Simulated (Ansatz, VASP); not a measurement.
NaF in VASP and in Ansatz

```xyz
2
Lattice="0.0000 2.5809 2.5809 2.5809 0.0000 2.5809 2.5809 2.5809 0.0000" Properties=species:S:1:pos:R:3 pbc="T T T"
Na    0.0000    0.0000    0.0000
F     1.2905    1.2905    1.2905
```

Alike in both runs: task single point; functional r2SCAN; k mesh 8 × 8 × 8; no spin polarisation.

```csv
,VASP,Ansatz
version,VASP 6.6.1,Ansatz 0.2.0
potentials or method,"VASP PAW PBE potentials, release 64 (Na_pv, F)","plane waves, PAW"
plane-wave cutoff (eV),520,500
occupations,"gaussian, width 0.01 eV",fixed
valence electrons in the cell,14,16
```

```csv
,VASP,Ansatz,Ansatz less VASP
gap on the k mesh at the Fermi level (eV),6.09,6.07,-0.017
pressure (GPa),-2.3,-1.9,+0.45
```

VASP's potentials were made for PBE, not for r2SCAN. VASP's potentials hold 14 valence electrons a cell and Ansatz's 16, so a difference there can come from the potentials and not from the codes.
